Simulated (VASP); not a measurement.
# Cs2B5 (R-3m) in VASP: single point with PBE

Aim: the single point of Cs2B5 with PBE.

All numbers are computed with VASP 6.6.1; they aren't measurements. Logs are shortened: lines on timing, memory, paths and dates and some standing lists are left out, and cuts for length are marked.

## (1) The cell of the first run

It takes space group R-3m (No. 166, trigonal). Conventional cell: a = 5.476 Å, b = 5.476 Å, c = 15.471 Å, α = 90.00°, β = 90.00°, γ = 120.00°. Cs (site symmetry -3m) has 14 B at 3.02 to 3.62 Å within 4.0 Å. Cs (site symmetry -3m) has 12 B at 2.74 to 3.26 Å within 3.6 Å. B (site symmetry 3m) has 3 B at 1.78 Å within 2.4 Å. Within 2.4 Å of B (site symmetry 2/m) lie 2 B at 1.78 Å.

## (2) Single point, PBE

File INCAR:

```
SYSTEM = Cs2B5
ALGO = Normal ; EDIFF = 1E-7
ENCUT = 520 ; GGA = PE
ISIF = 2 ; ISMEAR = 0
LASPH = .TRUE. ; LCHARG = .TRUE.
LELF = .TRUE. ; LREAL = .FALSE.
LVHAR = .TRUE. ; LWAVE = .FALSE.
NBANDS = 26 ; NELM = 80
PREC = Accurate ; SIGMA = 0.1
```

File KPOINTS:

```
k-points
0
G
  6 6 6
  0 0 0
```

File POSCAR:

```
Cs2B5
1.0
    2.7380429400      1.5808098300      5.1570356200
   -2.7380429400      1.5808098300      5.1570356200
    0.0000000000     -3.1616196600      5.1570356200
Cs B
2 5
Direct
    0.5000000000      0.5000000000      0.5000000000
    0.0000000000      0.0000000000      0.0000000000
    0.7188509900      0.7188509900      0.7188509900
    0.2811490100      0.2811490100      0.2811490100
    0.5000000000      0.5000000000      0.0000000000
    0.0000000000      0.5000000000      0.5000000000
    0.5000000000      0.0000000000      0.5000000000
```

Potentials or basis: VASP PAW PBE potentials, release 64 (Cs_sv, B).

Launch:

```console
cat potpaw_PBE.64/Cs_sv/POTCAR potpaw_PBE.64/B/POTCAR > POTCAR
mpirun -np 1 vasp_std > vasp.out
```

OUTCAR:

```text
SYSTEM = Cs2B5
   EDIFF = 1E-7
   ENCUT = 520
   GGA = PE
   ISIF = 2
   ISMEAR = 0
   LASPH = .TRUE.
   LREAL = .FALSE.
   NELM = 80
   PREC = Accurate

 ion  position               nearest neighbor table
   1  0.500  0.500  0.500-
   2  0.000  0.000  0.000-
   3  0.719  0.719  0.719-   6 1.78   7 1.78   5 1.78
   4  0.281  0.281  0.281-   6 1.78   7 1.78   5 1.78
   5  0.500  0.500  0.000-   3 1.78   4 1.78
   6  0.000  0.500  0.500-   3 1.78   4 1.78
   7  0.500  0.000  0.500-   3 1.78   4 1.78

  LATTYP: Found a trigonal (rhomboedric) cell.
 ALAT       =     6.0490375471
 COS(alpha) =     0.5902320894

  Lattice vectors:

 A1 = (   2.7380429400,   1.5808098300,   5.1570356200)
 A2 = (  -2.7380429400,   1.5808098300,   5.1570356200)
 A3 = (   0.0000000000,  -3.1616196600,   5.1570356200)

Analysis of symmetry for initial positions (statically):
=====================================================================
 Subroutine PRICEL returns:
 Original cell was already a primitive cell.

 Routine SETGRP: Setting up the symmetry group for a
 trigonal (rhombohedral) supercell.

 Subroutine GETGRP returns: Found 12 space group operations
 (whereof 12 operations were pure point group operations)
 out of a pool of 12 trial point group operations.

The static configuration has the point symmetry D_3d.

Analysis of symmetry for dynamics (positions and initial velocities):
=====================================================================
 Subroutine PRICEL returns:
 Original cell was already a primitive cell.

 Routine SETGRP: Setting up the symmetry group for a
 trigonal (rhombohedral) supercell.

 Subroutine GETGRP returns: Found 12 space group operations
 (whereof 12 operations were pure point group operations)
 out of a pool of 12 trial point group operations.

The dynamic configuration has the point symmetry D_3d.

 Subroutine INISYM returns: Found 12 space group operations
 (whereof 12 operations are pure point group operations),
 and found     1 'primitive' translations

----------------------------------------------------------------------------------------

                                     Primitive cell

  volume of cell :     133.9280

  direct lattice vectors                    reciprocal lattice vectors
     2.738042940  1.580809830  5.157035620     0.182612184  0.105431193  0.064636616
    -2.738042940  1.580809830  5.157035620    -0.182612184  0.105431193  0.064636616
     0.000000000 -3.161619660  5.157035620     0.000000000 -0.210862386  0.064636616

  length of vectors
     6.049037547  6.049037547  6.049037548     0.220546681  0.220546681  0.220546680

  position of ions in fractional coordinates (direct lattice)
     0.500000000  0.500000000  0.500000000
     0.000000000  0.000000000  0.000000000
     0.718850990  0.718850990  0.718850990
     0.281149010  0.281149010  0.281149010
     0.500000000  0.500000000  0.000000000
     1.000000000  0.500000000  0.500000000
     0.500000000  1.000000000  0.500000000

  ion indices of the primitive-cell ions
   primitive index   ion index
                 1           1
                 2           2
                 3           3
                 4           4
                 5           5
                 6           6
                 7           7

----------------------------------------------------------------------------------------

 KPOINTS: k-points

Automatic generation of k-mesh.
 Grid dimensions read from file:
 generate k-points for:    6    6    6

 Generating k-lattice:

  Cartesian coordinates                     Fractional coordinates (reciprocal lattice)
     0.030435364  0.017571866  0.010772769     0.166666667  0.000000000 -0.000000000
    -0.030435364  0.017571866  0.010772769     0.000000000  0.166666667 -0.000000000
     0.000000000 -0.035143731  0.010772769    -0.000000000 -0.000000000  0.166666667

  Length of vectors
     0.036757780  0.036757780  0.036757780

  Shift w.r.t. Gamma in fractional coordinates (k-lattice)
     0.000000000  0.000000000  0.000000000

 Subroutine IBZKPT returns following result:
 ===========================================

 Found     32 irreducible k-points:

 Following reciprocal coordinates:
            Coordinates               Weight
  0.000000  0.000000  0.000000      1.000000
  0.166667  0.000000  0.000000      6.000000
  0.333333 -0.000000  0.000000      6.000000
  0.500000 -0.000000  0.000000      3.000000
  0.166667  0.166667  0.000000      6.000000
  0.333333  0.166667  0.000000     12.000000
[... 16 lines left out ...]
  0.500000  0.500000  0.166667      6.000000
 -0.333333  0.500000  0.166667     12.000000
 [... further k-points ...]
   k-points           NKPTS =     32   k-points in BZ     NKDIM =     32   number of bands    NBANDS=     26
   number of dos      NEDOS =    301   number of ions     NIONS =      7
   total plane-waves  NPLWV = 110592
   dimension x,y,z NGX =    48 NGY =   48 NGZ =   48
   dimension x,y,z NGXF=    96 NGYF=   96 NGZF=   96
   ions per type =               2   5
   NGX,Y,Z   is equivalent  to a cutoff of  13.19, 13.19, 13.19 a.u.
   NGXF,Y,Z  is equivalent  to a cutoff of  26.38, 26.38, 26.38 a.u.
 SYSTEM =  Cs2B5
   PREC   = accura    normal or accurate (medium, high low for compatibility)
   ISTART =      0    job   : 0-new  1-cont  2-samecut
   ICHARG =      2    charge: 1-file 2-atom 10-const
   ISPIN  =      1    spin polarized calculation?
   LNONCOLLINEAR =      F non collinear calculations
   LSORBIT =      F    spin-orbit coupling
   LASPH  =      T    aspherical Exc in radial PAW
   ENCUT  =  520.0 eV  38.22 Ry    6.18 a.u.  11.25 11.25 11.25*2*pi/ulx,y,z
   NELM   =     80;   NELMIN=  2; NELMDL= -5     # of ELM steps
   EDIFF  = 0.1E-06   stopping-criterion for ELM
   LREAL  =      F    real-space projection
   EDIFFG = 0.1E-05   stopping-criterion for IOM
   NSW    =      0    number of steps for IOM
   IBRION =     -1    ionic relax: 0-MD 1-quasi-New 2-CG
   NFREE  =      0    steps in history (QN), initial steepest desc. (CG)
   ISIF   =      2    stress and relaxation
   ISYM   =      2    0-nonsym 1-usesym 2-fastsym
   POTIM  = 0.5000    time-step for ionic-motion
   TEBEG  =    0.0;   TEEND  =   0.0 temperature during run
   PSTRESS=    0.0 pullay stress
   NELECT =      33.0000    total number of electrons
   NUPDOWN=      -1.0000    fix difference up-down
   EMIN   =  10.00;   EMAX   =-10.00  energy-range for DOS
   EFERMI =   0.00;   METHOD = LEGACY
   ISMEAR =     0;   SIGMA  =   0.10  broadening in eV -4-tet -1-fermi 0-gaus
   EFERMI_NEDOS =   21; number of points for ismear=-14 and -15
   IALGO  =     38    algorithm
   IMIX   =      4    mixing-type and parameters
     AMIX     =   0.40;   BMIX     =  1.00
     AMIX_MAG =   1.60;   BMIX_MAG =  1.00
  volume/ion in A,a.u.               =      19.13       129.11
  Fermi-wavevector in a.u.,A,eV,Ry     =   1.026335  1.939492 14.331875  1.053363
  Thomas-Fermi vector in A             =   2.160222
   LORBIT       =      0    0 simple, 1 ext, 2 COOP (PROOUT), +10 PAW based schemes
   GGA     = PE    functional components
   LHFCALC =     F    Hartree Fock is set to
   AEXX    =    0.0000 exact exchange contribution
   IVDW    =     0    specifies the selected vdW correction
   LEPSILON=     F    determine dielectric tensor
   LRPA    =     F    only Hartree local field effects (RPA)
 non-spin polarized calculation
 Gauss-broadening in eV      SIGMA  =   0.10
  energy-cutoff  :      520.00
  volume of cell :      133.93
 maximum number of plane-waves:      3631
 NGX is ok and might be reduce to    48
   NGX = 23   NGY = 23   NGZ = 23

 number of electron      33.0000000 magnetization

 Free energy of the ion-electron system (eV)
  ---------------------------------------------------
  ext. energy  EPLUGINS =         0.00000000
  ---------------------------------------------------
  free energy    TOTEN  =       -27.85690147 eV

  energy without entropy =      -27.82485201  energy(sigma->0) =      -27.84087674

 E-fermi :   3.3005     XC(G=0):  -9.1814

 val. band max:        3.2813402329   @ k =  -0.3333   0.5000   0.1667
 cond. band min:       3.3102838474   @ k =  -0.3333   0.1667   0.0000
 fundamental gap:      0.0289436144
 Fermi energy:         3.3004774137

 k-point     1 :       0.0000    0.0000    0.0000
  band No.  band energies     occupation
      1     -19.1554      2.00000
      2     -18.4584      2.00000
      3      -7.2326      2.00000
      4      -6.9249      2.00000
      5      -6.9249      2.00000
      6      -6.5644      2.00000
[... 18 lines left out ...]
     25       7.4755      0.00000
     26       9.1293      0.00000

 k-point     2 :       0.1667    0.0000    0.0000
  band No.  band energies     occupation
      1     -19.1430      2.00000
      2     -18.4664      2.00000
      3      -7.8219      2.00000
      4      -6.9891      2.00000
      5      -6.6678      2.00000
      6      -6.2993      2.00000
[... 18 lines left out ...]
     25       7.4026      0.00000
     26       9.3827      0.00000

 k-point     3 :       0.3333   -0.0000    0.0000
  band No.  band energies     occupation
      1     -19.1171      2.00000
      2     -18.4834      2.00000
      3      -8.2903      2.00000
      4      -7.1058      2.00000
      5      -6.9358      2.00000
      6      -6.1229      2.00000
[... 572 lines left out ...]
 k-point    23 :       0.5000    0.5000    0.1667
  band No.  band energies     occupation
      1     -19.1097      2.00000
      2     -18.4863      2.00000
      3      -8.7011      2.00000
      4      -7.2478      2.00000
      5      -6.5717      2.00000
      6      -5.9908      2.00000
[... 18 lines left out ...]
     25       8.2569      0.00000
     26       8.5426      0.00000

 k-point    24 :      -0.3333    0.5000    0.1667
  band No.  band energies     occupation
      1     -19.1034      2.00000
      2     -18.4878      2.00000
      3      -8.7223      2.00000
      4      -7.6927      2.00000
      5      -6.3686      2.00000
      6      -5.8946      2.00000
[... 18 lines left out ...]
     25       8.0501      0.00000
     26       9.1528      0.00000

 [... further k-points ...]

------------------------ aborting loop because EDIFF is reached ----------------------------------------

  FORCE on cell =-STRESS in cart. coord.  units (eV):
  Direction    XX          YY          ZZ          XY          YZ          ZX
  --------------------------------------------------------------------------------------
  -------------------------------------------------------------------------------------
  Total       -0.0466517     -0.0466517      3.9375380      0.0000000      0.0000000      0.0000000
  in kB       -0.5580935     -0.5580935     47.1046824      0.0000000      0.0000000      0.0000000
  external PRESSURE =      15.3294985 kB  Pullay stress =       0.0000000 kB

 VOLUME and BASIS-vectors are now :
 -----------------------------------------------------------------------------
  energy-cutoff  :      520.00
  volume of cell :      133.93
      direct lattice vectors                 reciprocal lattice vectors
     2.738042940  1.580809830  5.157035620     0.182612184  0.105431193  0.064636616
    -2.738042940  1.580809830  5.157035620    -0.182612184  0.105431193  0.064636616
     0.000000000 -3.161619660  5.157035620     0.000000000 -0.210862386  0.064636616

 POSITION                                       TOTAL-FORCE (eV/Angst)
 -----------------------------------------------------------------------------------
      0.00000      0.00000      7.73555         0.000000      0.000000      0.000000
      0.00000      0.00000      0.00000         0.000000      0.000000      0.000000
      0.00000      0.00000     11.12142         0.000000      0.000000     -3.465394
      0.00000      0.00000      4.34969         0.000000     -0.000000      3.465394
      0.00000      1.58081      5.15704         0.000000      0.000000      0.000000
     -1.36902     -0.79040      5.15704        -0.000000      0.000000      0.000000
      1.36902     -0.79040      5.15704         0.000000      0.000000      0.000000
 -----------------------------------------------------------------------------------
    total drift:                                0.000000      0.000000     -0.000000

  FREE ENERGIE OF THE ION-ELECTRON SYSTEM (eV)
  ---------------------------------------------------
  free  energy   TOTEN  =       -27.8569014683 eV

  energy  without entropy=      -27.8248520103  energy(sigma->0) =      -27.84087674
```

It took 3.7 min on 1 thread of Intel Xeon 6975P-C, shared host; peak memory 0.37 GiB.

Results:

```yaml
Free_energy: -27.8569 eV
Pressure: 1.5 GPa
Largest_force: 3.465 eV/Å
```

Forces in eV/Å, atoms in the order of the input:
```
Cs   0.000  0.000  0.000
Cs   0.000  0.000  0.000
B    0.000  0.000 -3.465
B    0.000  0.000  3.465
B    0.000  0.000  0.000
B    0.000  0.000  0.000
B    0.000  0.000  0.000
```

Levels at points of the mesh, in eV from the Fermi level:
```csv
k point,band 13,band 14,band 15,band 16,band 17,band 18,band 19,band 20
"(0.00, 0.00, 0.00)",-2.52,-2.52,-1.78,-1.61,1.32,1.32,1.63,1.63
"(0.50, 0.00, 0.00)",-3.40,-3.20,-1.83,-1.76,-0.10,0.16,1.29,1.98
"(0.50, 0.50, 0.00)",-3.23,-3.13,-3.12,-0.87,-0.78,-0.25,2.00,2.01
"(0.50, 0.50, 0.50)",-3.23,-2.73,-2.73,-0.22,0.20,0.20,1.87,3.21
```

Caveat: spin-orbit coupling is left out, which moves the levels of the heavy elements; forces of over 1 eV/Å act on the atoms, so gaps and moduli don't describe the material at rest.
